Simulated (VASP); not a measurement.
## Ca2C: single point with PBE

Crystal: Ca2C.

```xyz
3
Lattice="0.0000 3.1729 3.1729 3.1729 0.0000 3.1729 3.1729 3.1729 0.0000" Properties=species:S:1:pos:R:3 pbc="T T T"
C     0.0000    0.0000    0.0000
Ca    1.5864    1.5864    1.5864
Ca    4.7593    4.7593    4.7593
```

| Item | Value |
| --- | --- |
| Program | VASP 6.6.1 |
| Task | single point |
| Functional | PBE |
| Potentials or basis | VASP PAW PBE potentials, release 64 (C, Ca_sv) |
| Cutoff | 520 eV |
| k mesh | 6 × 6 × 6 |
| Occupations | gaussian, width 0.01 eV |
| Spin | no spin polarisation |
| Dipole correction | no |
| Further INCAR settings | ALGO = Normal; EDIFF = 1e-06; NBANDS = 19 |

- Pressure: -1.3 GPa
- Band gap on the k mesh: 0.25 eV

Levels at points of the mesh, in eV from the valence-band top:
```csv
k point,band 10,band 11,band 12,band 13,band 14,band 15
"(0.00, 0.00, 0.00)",-0.96,-0.96,-0.96,0.67,1.89,1.89
"(0.50, 0.00, 0.00)",-1.91,-0.36,-0.36,2.70,2.94,2.94
"(0.50, 0.50, 0.00)",-1.96,0.00,0.00,0.25,2.43,2.68
```

Wall time 24 s on 1 thread of Intel Xeon 8259CL, on a shared host, peak memory 0.2 GiB.

A k mesh can miss the band edges.
